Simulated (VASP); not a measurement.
HfB2, 3 atoms in the cell. Symmetry: P6/mmm, No. 191, hexagonal system. The conventional cell has a = 3.140 Å, b = 3.140 Å, c = 3.470 Å, α = 90.00°, β = 90.00°, γ = 120.00°. Within 3.3 Å of Hf (site symmetry 6/mmm) lie 12 B at 2.51 Å and 6 Hf at 3.14 Å. B (site symmetry -6m2) has 3 B at 1.81 Å within 2.4 Å. 

| Quantity | Value |
| --- | --- |
| Program | VASP 6.6.1 |
| Task | relaxation of cell and atoms |
| Functional | PBEsol |
| Potentials or basis | VASP PAW PBE potentials, release 64 (Hf_pv, B) |
| Cutoff | 600 eV |
| k mesh | 21 × 21 × 16 |
| Occupations | gaussian, width 0.1 eV |
| Spin | no spin polarisation |
| Dipole correction | no |
| Further INCAR settings | ALGO = Normal; EDIFF = 1e-06; IBRION = 2; EDIFFG = -0.003; NSW = 80; ISIF = 3 |

Potentials or basis: VASP PAW PBE potentials, release 64 (Hf_pv, B).

Run with:

```sh
$ cat potpaw_PBE.64/Hf_pv/POTCAR potpaw_PBE.64/B/POTCAR > POTCAR
$ mpirun -np 1 vasp_std > vasp.out
```

Hardware: 1 thread of Intel Xeon 6975P-C, with other jobs on the host.

Problem. Estimate the wall time of this run.

Solution. Wall time 8.2 min on 1 thread of Intel Xeon 6975P-C, with other jobs on the host, peak memory 0.35 GiB. Counts: scf iterations 48, k points 432, ion steps 8.
